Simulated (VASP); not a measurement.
# AlCo in VASP: a series of runs

Runs on AlCo. Level: r2SCAN+D3(BJ). Tasks: single point.

Program: VASP 6.6.1. These are calculated values, not measurements. Logs are shortened: lines on timing, memory, paths and dates and some standing lists are left out, and cuts for length are marked.

## 1. The cell of the first run

The structure is cubic, space group Pm-3m (No. 221). The conventional cell has a = 2.819 Å, b = 2.819 Å, c = 2.819 Å, α = 90.00°, β = 90.00°, γ = 90.00°. Within 3.2 Å of Al (site symmetry m-3m) lie 8 Co at 2.44 Å and 6 Al at 2.82 Å. Co (site symmetry m-3m) has 8 Al at 2.44 Å and 6 Co at 2.82 Å within 3.2 Å.

## 2. Single point, r2SCAN+D3(BJ), collinear spin, ferromagnetic start

The input, POSCAR:

```
AlCo
1.0
    2.8194032100      0.0000000000      0.0000000000
    0.0000000000      2.8194032100      0.0000000000
    0.0000000000      0.0000000000      2.8194032100
Al Co
1 1
Direct
    0.0000000000      0.0000000000      0.0000000000
    0.5000000000      0.5000000000      0.5000000000
```

The input, INCAR.step1:

```
SYSTEM = AlCo
PREC     = Accurate       ! precision mode
ENCUT    = 520            ! plane-wave cutoff, eV
ISMEAR   = 1              ! smearing method
SIGMA    = 0.1            ! smearing width, eV
LREAL    = .FALSE.        ! projectors in reciprocal space
LASPH    = .TRUE.         ! aspherical terms in the spheres
NELM     = 150            ! most SCF steps
ISPIN    = 2              ! spin polarisation
MAGMOM   = 0 2.5          ! initial moments
LMAXMIX  = 4              ! l up to which the mixer works
NBANDS   = 17             ! bands
GGA      = PE             ! functional
ALGO     = Normal         ! electronic algorithm
EDIFF    = 1E-4           ! SCF threshold, eV
LWAVE    = .TRUE.         ! write WAVECAR
LCHARG   = .FALSE.        ! write CHGCAR
```

The input, INCAR.step2:

```
SYSTEM = AlCo
PREC     = Accurate       ! precision mode
ENCUT    = 520            ! plane-wave cutoff, eV
EDIFF    = 1E-6           ! SCF threshold, eV
ISMEAR   = 1              ! smearing method
SIGMA    = 0.1            ! smearing width, eV
LREAL    = .FALSE.        ! projectors in reciprocal space
LASPH    = .TRUE.         ! aspherical terms in the spheres
NELM     = 150            ! most SCF steps
ALGO     = Normal         ! electronic algorithm
ISIF     = 2              ! what is computed and relaxed
LWAVE    = .FALSE.        ! write WAVECAR
LCHARG   = .TRUE.         ! write CHGCAR
ISPIN    = 2              ! spin polarisation
MAGMOM   = 0 2.5          ! initial moments
LORBIT   = 11             ! projections on sites
LMAXMIX  = 4              ! l up to which the mixer works
METAGGA  = R2SCAN         ! meta-GGA
LMIXTAU  = .TRUE.       
IVDW     = 12             ! dispersion correction
VDW_S6   = 1.0          
VDW_S8   = 0.78981345   
VDW_A1   = 0.49484001   
VDW_A2   = 5.73083694   
LELF     = .TRUE.         ! ELF
LVHAR    = .TRUE.       
NBANDS   = 17             ! bands
ISTART   = 1
```

The input, KPOINTS:

```
Automatic mesh
0
G
  12 12 12
  0 0 0
```

Potentials or basis: VASP PAW PBE potentials, release 64 (Al, Co).

Run with:

```
$ cat potpaw_PBE.64/Al/POTCAR potpaw_PBE.64/Co/POTCAR > POTCAR
$ cp INCAR.step1 INCAR
$ mpirun -np 1 vasp_std > vasp.out
$ cp INCAR.step2 INCAR
$ mpirun -np 1 vasp_std > vasp.out
```

OUTCAR:

```text
SYSTEM = AlCo
   PREC = Accurate
   ENCUT = 520
   EDIFF = 1E-6
   ISMEAR = 1
   LREAL = .FALSE.
   LASPH = .TRUE.
   NELM = 150
   ISIF = 2
   ISPIN = 2
   LORBIT = 11
   METAGGA = R2SCAN
   IVDW = 12
   ISTART = 1
 IVDW          = 12

 ion  position               nearest neighbor table
   1  0.000  0.000  0.000-   2 2.44   2 2.44   2 2.44   2 2.44   2 2.44   2 2.44   2 2.44   2 2.44

   2  0.500  0.500  0.500-   1 2.44   1 2.44   1 2.44   1 2.44   1 2.44   1 2.44   1 2.44   1 2.44

  LATTYP: Found a simple cubic cell.
 ALAT       =     2.8194032100

  Lattice vectors:

 A1 = (   2.8194032100,   0.0000000000,   0.0000000000)
 A2 = (   0.0000000000,   2.8194032100,   0.0000000000)
 A3 = (   0.0000000000,   0.0000000000,   2.8194032100)

Analysis of symmetry for initial positions (statically):
=====================================================================
 Subroutine PRICEL returns:
 Original cell was already a primitive cell.

 Routine SETGRP: Setting up the symmetry group for a
 simple cubic supercell.

 Subroutine GETGRP returns: Found 48 space group operations
 (whereof 48 operations were pure point group operations)
 out of a pool of 48 trial point group operations.

The static configuration has the point symmetry O_h .

Analysis of symmetry for dynamics (positions and initial velocities):
=====================================================================
 Subroutine PRICEL returns:
 Original cell was already a primitive cell.

 Routine SETGRP: Setting up the symmetry group for a
 simple cubic supercell.

 Subroutine GETGRP returns: Found 48 space group operations
 (whereof 48 operations were pure point group operations)
 out of a pool of 48 trial point group operations.

The dynamic configuration has the point symmetry O_h .

Analysis of structural, dynamic, and magnetic symmetry:
=====================================================================
 Subroutine PRICEL returns:
 Original cell was already a primitive cell.

 Routine SETGRP: Setting up the symmetry group for a
 simple cubic supercell.

 Subroutine GETGRP returns: Found 48 space group operations
 (whereof 48 operations were pure point group operations)
 out of a pool of 48 trial point group operations.

The overall configuration has the point symmetry O_h .

 Subroutine INISYM returns: Found 48 space group operations
 (whereof 48 operations are pure point group operations),
 and found     1 'primitive' translations

----------------------------------------------------------------------------------------
[... 117 lines left out ...]
   LORBIT       =     11    0 simple, 1 ext, 2 COOP (PROOUT), +10 PAW based schemes
   METAGGA = R2SCAN    functional components
   LHFCALC =     F    Hartree Fock is set to
   AEXX    =    0.0000 exact exchange contribution
   IVDW    =    12    specifies the selected vdW correction
   LEPSILON=     F    determine dielectric tensor
   LRPA    =     F    only Hartree local field effects (RPA)
 spin polarized calculation
 Methfessel and Paxton  Order N= 1 SIGMA  =   0.10
  energy-cutoff  :      520.00
  volume of cell :       22.41
 maximum number of plane-waves:       624
 NGX is ok and might be reduce to    24
   NGX = 11   NGY = 11   NGZ = 11

 number of electron      11.9999996 magnetization       0.0016216

 Free energy of the ion-electron system (eV)
  ---------------------------------------------------
  ext. energy  EPLUGINS =         0.00000000
  ---------------------------------------------------
  free energy    TOTEN  =       -21.07850931 eV

  energy without entropy =      -21.07867588  energy(sigma->0) =      -21.07856484

 E-fermi :  10.9702     XC(G=0): -13.4285

 val. band max:       10.9426643114   @ k =   0.5000   0.5000   0.2500
 cond. band min:      10.9789380946   @ k =   0.5000   0.4167   0.1667
 fundamental gap:      0.0362737832
 Fermi energy:        10.9701891111

 spin component 1

 k-point     1 :       0.0000    0.0000    0.0000
  band No.  band energies     occupation
      1      -1.0049      1.00000
      2       7.7237      1.00000
      3       7.7237      1.00000
      4       9.8188      1.00000
      5       9.8188      1.00000
      6       9.8188      1.00000
[... 459 lines left out ...]
      6       9.2809      1.00000
[... 9 lines left out ...]
     16      34.6544      0.00000
     17      35.0081      0.00000

 [... further k-points ...]

 spin component 2

 k-point     1 :       0.0000    0.0000    0.0000
  band No.  band energies     occupation
      1      -1.0060      1.00000
      2       7.7281      1.00000
      3       7.7281      1.00000
      4       9.8201      1.00000
      5       9.8201      1.00000
      6       9.8201      1.00000
[... 459 lines left out ...]
      6       9.2820      1.00000
[... 9 lines left out ...]
     16      34.6550      0.00000
     17      35.0078      0.00000

 [... further k-points ...]

------------------------ aborting loop because EDIFF is reached ----------------------------------------

 Edisp (eV)   -0.42134

 E8    (eV) :    -0.1472

  FORCE on cell =-STRESS in cart. coord.  units (eV):
  Direction    XX          YY          ZZ          XY          YZ          ZX
  --------------------------------------------------------------------------------------
  -------------------------------------------------------------------------------------
  Total      -0.36088    -0.36088    -0.36088    -0.00000    -0.00000     0.00000
  in kB     -25.79880   -25.79880   -25.79880    -0.00000    -0.00000     0.00000
  external pressure =      -25.80 kB  Pullay stress =        0.00 kB

 VOLUME and BASIS-vectors are now :
 -----------------------------------------------------------------------------
  energy-cutoff  :      520.00
  volume of cell :       22.41
      direct lattice vectors                 reciprocal lattice vectors
     2.819403210  0.000000000  0.000000000     0.354684990  0.000000000  0.000000000
     0.000000000  2.819403210  0.000000000     0.000000000  0.354684990  0.000000000
     0.000000000  0.000000000  2.819403210     0.000000000  0.000000000  0.354684990

 POSITION                                       TOTAL-FORCE (eV/Angst)
 -----------------------------------------------------------------------------------
      0.00000      0.00000      0.00000         0.000000      0.000000      0.000000
      1.40970      1.40970      1.40970         0.000000      0.000000      0.000000
 -----------------------------------------------------------------------------------
    total drift:                                0.000000     -0.000000     -0.000000

  FREE ENERGIE OF THE ION-ELECTRON SYSTEM (eV)
  ---------------------------------------------------
  free  energy   TOTEN  =       -21.4998513771 eV

  energy  without entropy=      -21.5000179506  energy(sigma->0) =      -21.49990690

 total charge

# of ion       s       p       d       tot
------------------------------------------
    1        0.396   0.455   0.000   0.851
    2        0.467   0.577   7.512   8.555
--------------------------------------------------
tot          0.862   1.032   7.512   9.406

 magnetization (x)

# of ion       s       p       d       tot
------------------------------------------
    1       -0.000  -0.000   0.000  -0.000
    2       -0.000  -0.000   0.002   0.002
--------------------------------------------------
tot         -0.000  -0.000   0.002   0.002
```

OUTCAR.step1:

```text
SYSTEM = AlCo
   PREC = Accurate
   ENCUT = 520
   ISMEAR = 1
   LREAL = .FALSE.
   LASPH = .TRUE.
[... 1204 lines left out ...]
      0.00000      0.00000      0.00000         0.000000      0.000000      0.000000
      1.40970      1.40970      1.40970         0.000000      0.000000      0.000000
 -----------------------------------------------------------------------------------
    total drift:                                0.000000     -0.000000     -0.000000

  FREE ENERGIE OF THE ION-ELECTRON SYSTEM (eV)
  ---------------------------------------------------
  free  energy   TOTEN  =       -11.9726542942 eV

  energy  without entropy=      -11.9724110321  energy(sigma->0) =      -11.97257321
```

Run time: 5.2 min. Hardware: 1 thread of Oxide Virtual Turin-like, shared host; peak memory 0.17 GiB.

Results:

```
Free energy                                           : -21.4999 eV
Pressure                                              : -2.6 GPa
Band gap on the k mesh                                : zero (filled and empty bands overlap)
Net moment                                            : 0.00 μB per cell
Valence electrons inside the program's atomic spheres : Al 0.85; Co 8.55
Dispersion energy per atom                            : -0.211 eV
```

Levels at points of the mesh, in eV from the Fermi level:
Spin up:
```
           k point  band 3  band 4  band 5  band 6  band 7  band 8  band 9  band 10
(0.00, 0.00, 0.00)   -3.25   -1.15   -1.15   -1.15    6.46    6.46    6.46     9.10
(0.50, 0.00, 0.00)   -2.57   -2.08   -2.08   -1.03    0.23    8.73   11.26    11.26
(0.50, 0.50, 0.00)   -3.05   -3.05   -1.87   -1.87   -0.22    2.61    3.74    14.10
(0.50, 0.50, 0.50)   -4.46   -0.18   -0.18    2.33    2.33    2.33    5.15     5.56
```
Spin down:
```csv
k point,band 4,band 5,band 6,band 7,band 8,band 9
"(0.00, 0.00, 0.00)",-1.15,-1.15,-1.15,6.46,6.46,6.46
"(0.50, 0.00, 0.00)",-2.08,-2.08,-1.03,0.24,8.73,11.26
"(0.50, 0.50, 0.00)",-3.05,-1.87,-1.87,-0.21,2.61,3.74
"(0.50, 0.50, 0.50)",-0.17,-0.17,2.32,2.32,2.32,5.15
```

Caveat: the moments typed at the start vanished in this run; the PAW data sets were made with another functional, which shifts forces and pressure a little.

## 3. Single point, r2SCAN+D3(BJ), collinear spin, ferromagnetic start

The input, POSCAR:

```
AlCo
1.0
    2.8194032100     -0.0281940321      0.0000000000
   -0.0281940321      2.8194032100      0.0000000000
    0.0000000000      0.0000000000      2.8194032100
Al Co
1 1
Direct
    0.0000000000      0.0000000000      0.0000000000
    0.5000000000      0.5000000000      0.5000000000
```

The input, INCAR.step1:

```
SYSTEM = AlCo
ALGO = Normal ; EDIFF = 1E-4
ENCUT = 520 ; GGA = PE
ISMEAR = 1 ; ISPIN = 2
LASPH = .True. ; LCHARG = .False.
LMAXMIX = 4 ; LREAL = .False.
LWAVE = .True. ; MAGMOM = 0 2.5
NBANDS = 17 ; NELM = 150
PREC = Accurate ; SIGMA = 0.1
```

The input, INCAR.step2:

```
SYSTEM = AlCo
ALGO = Normal ; EDIFF = 1E-6
ENCUT = 520 ; ISIF = 2
ISMEAR = 1 ; ISPIN = 2
ISTART = 1 ; IVDW = 12
LASPH = .True. ; LCHARG = .False.
LMAXMIX = 4 ; LMIXTAU = .True.
LORBIT = 11 ; LREAL = .False.
LWAVE = .False. ; MAGMOM = 0 2.5
METAGGA = R2SCAN ; NBANDS = 17
NELM = 150 ; PREC = Accurate
SIGMA = 0.1 ; VDW_A1 = 0.49484001
VDW_A2 = 5.73083694 ; VDW_S6 = 1.0
VDW_S8 = 0.78981345
```

The input, KPOINTS:

```
k-points
0
Gamma
  12 12 12
  0 0 0
```

Potentials or basis: VASP PAW PBE potentials, release 64 (Al, Co).

Run with:

```
$ cat potpaw_PBE.64/Al/POTCAR potpaw_PBE.64/Co/POTCAR > POTCAR
$ cp INCAR.step1 INCAR
$ mpirun -np 1 vasp_std > vasp.out
$ cp INCAR.step2 INCAR
$ mpirun -np 1 vasp_std > vasp.out
```

Run time: 19 min. Hardware: 1 thread of Oxide Virtual Turin-like, shared host; peak memory 0.27 GiB.

The run converged. Its results:

* Free energy: -21.4954 eV
* Pressure: -2.5 GPa
* Band gap on the k mesh: zero (filled and empty bands overlap)
* Net moment: 0.00 μB per cell
* Valence electrons inside the program's atomic spheres: Al 0.85; Co 8.56
* Dispersion energy per atom: -0.211 eV

Stress tensor (GPa, compression positive):
```
-2.48  3.25  0.00
 3.25 -2.48  0.00
 0.00  0.00 -2.45
```

Levels at points of the mesh, in eV from the Fermi level:
Spin up:
| k point | band 2 | band 3 | band 4 | band 5 | band 6 | band 7 | band 8 | band 9 | band 10 | band 11 |
| --- | --- | --- | --- | --- | --- | --- | --- | --- | --- | --- |
| (0.00, 0.00, 0.00) | -3.25 | -3.25 | -1.18 | -1.15 | -1.12 | 6.41 | 6.46 | 6.52 | 9.10 | 9.10 |
| (0.50, 0.00, 0.00) | -7.27 | -2.57 | -2.08 | -2.07 | -1.03 | 0.23 | 8.71 | 11.26 | 11.27 | 12.63 |
| (0.50, 0.50, 0.00) | -3.36 | -3.21 | -2.89 | -1.88 | -1.86 | -0.22 | 2.59 | 3.76 | 14.09 | 16.59 |
| (0.00, 0.00, 0.50) | -7.27 | -2.57 | -2.12 | -2.03 | -1.04 | 0.23 | 8.73 | 11.22 | 11.31 | 12.64 |
| (0.50, 0.00, 0.50) | -3.36 | -3.05 | -3.05 | -1.87 | -1.87 | -0.22 | 2.61 | 3.74 | 14.05 | 16.70 |
| (0.50, 0.50, 0.50) | -4.46 | -4.43 | -0.18 | -0.18 | 2.17 | 2.31 | 2.49 | 5.16 | 5.44 | 5.56 |
Spin down:
| k point | band 4 | band 5 | band 6 | band 7 | band 8 | band 9 |
| --- | --- | --- | --- | --- | --- | --- |
| (0.00, 0.00, 0.00) | -1.18 | -1.15 | -1.12 | 6.41 | 6.46 | 6.52 |
| (0.50, 0.00, 0.00) | -2.08 | -2.07 | -1.03 | 0.23 | 8.71 | 11.26 |
| (0.50, 0.50, 0.00) | -2.89 | -1.88 | -1.86 | -0.22 | 2.59 | 3.76 |
| (0.00, 0.00, 0.50) | -2.12 | -2.03 | -1.03 | 0.23 | 8.73 | 11.22 |
| (0.50, 0.00, 0.50) | -3.05 | -1.87 | -1.87 | -0.22 | 2.61 | 3.74 |
| (0.50, 0.50, 0.50) | -0.18 | -0.18 | 2.16 | 2.31 | 2.49 | 5.16 |

Caveat: the moments typed at the start vanished in this run; the PAW data sets were made with another functional, which shifts forces and pressure a little.

## 4. Single point, r2SCAN+D3(BJ), collinear spin, ferromagnetic start

The input, POSCAR:

```
AlCo
1.0
    2.8194032100     -0.0140970160      0.0000000000
   -0.0140970160      2.8194032100      0.0000000000
    0.0000000000      0.0000000000      2.8194032100
Al Co
1 1
Direct
    0.0000000000      0.0000000000      0.0000000000
    0.5000000000      0.5000000000      0.5000000000
```

The input, INCAR.step1:

```
PREC = Accurate
ENCUT = 520
ISMEAR = 1
SIGMA = 0.1
LREAL = F
LASPH = T
NELM = 150
ISPIN = 2
MAGMOM = 0 2.5
LMAXMIX = 4
NBANDS = 17
GGA = PE
ALGO = Normal
EDIFF = 1E-4
LWAVE = T
LCHARG = F
```

The input, INCAR.step2:

```
PREC = Accurate
ENCUT = 520
EDIFF = 1E-7
ISMEAR = 1
SIGMA = 0.1
LREAL = F
LASPH = T
NELM = 150
ALGO = Normal
ISIF = 2
LWAVE = F
LCHARG = F
ISPIN = 2
MAGMOM = 0 2.5
LORBIT = 11
LMAXMIX = 4
METAGGA = R2SCAN
LMIXTAU = T
IVDW = 12
VDW_S6 = 1.0
VDW_S8 = 0.78981345
VDW_A1 = 0.49484001
VDW_A2 = 5.73083694
NBANDS = 17
ISTART = 1
```

The input, KPOINTS:

```
regular mesh
0
Gamma
  12 12 12
```

Run with:

```
$ cat potpaw_PBE.64/Al/POTCAR potpaw_PBE.64/Co/POTCAR > POTCAR
$ cp INCAR.step1 INCAR
$ mpirun -np 1 vasp_std > vasp.out
$ cp INCAR.step2 INCAR
$ mpirun -np 1 vasp_std > vasp.out
```

Wall time 23 min (1 thread of Oxide Virtual Turin-like, shared host); peak memory 0.27 GiB.

Results (log left out):

```
Free energy                                           : -21.4987 eV
Pressure                                              : -2.6 GPa
Band gap on the k mesh                                : zero (filled and empty bands overlap)
Net moment                                            : 0.00 μB per cell
Valence electrons inside the program's atomic spheres : Al 0.85; Co 8.55
Dispersion energy per atom                            : -0.211 eV
```

Stress tensor (GPa, compression positive):
```
-2.57  1.61  0.00
 1.61 -2.57  0.00
 0.00  0.00 -2.57
```

Levels at points of the mesh, in eV from the Fermi level:
Spin up:
```csv
k point,band 4,band 5,band 6,band 7,band 8,band 9
"(0.00, 0.00, 0.00)",-1.17,-1.15,-1.14,6.43,6.46,6.49
"(0.50, 0.00, 0.00)",-2.08,-2.08,-1.03,0.23,8.73,11.26
"(0.50, 0.50, 0.00)",-2.97,-1.88,-1.86,-0.22,2.60,3.74
"(0.00, 0.00, 0.50)",-2.10,-2.06,-1.03,0.23,8.73,11.24
"(0.50, 0.00, 0.50)",-3.05,-1.87,-1.87,-0.22,2.61,3.74
"(0.50, 0.50, 0.50)",-0.18,-0.18,2.24,2.32,2.41,5.15
```
Spin down:
| k point | band 4 | band 5 | band 6 | band 7 | band 8 | band 9 |
| --- | --- | --- | --- | --- | --- | --- |
| (0.00, 0.00, 0.00) | -1.17 | -1.15 | -1.14 | 6.43 | 6.46 | 6.49 |
| (0.50, 0.00, 0.00) | -2.08 | -2.08 | -1.03 | 0.24 | 8.73 | 11.26 |
| (0.50, 0.50, 0.00) | -2.97 | -1.87 | -1.86 | -0.21 | 2.60 | 3.74 |
| (0.00, 0.00, 0.50) | -2.10 | -2.05 | -1.03 | 0.24 | 8.73 | 11.24 |
| (0.50, 0.00, 0.50) | -3.05 | -1.87 | -1.87 | -0.21 | 2.61 | 3.74 |
| (0.50, 0.50, 0.50) | -0.17 | -0.17 | 2.24 | 2.32 | 2.41 | 5.15 |

Caveat: the moments typed at the start vanished in this run; the PAW data sets were made with another functional, which shifts forces and pressure a little.

The gap in the log of VASP goes by the Fermi energy; the results here count the filled bands.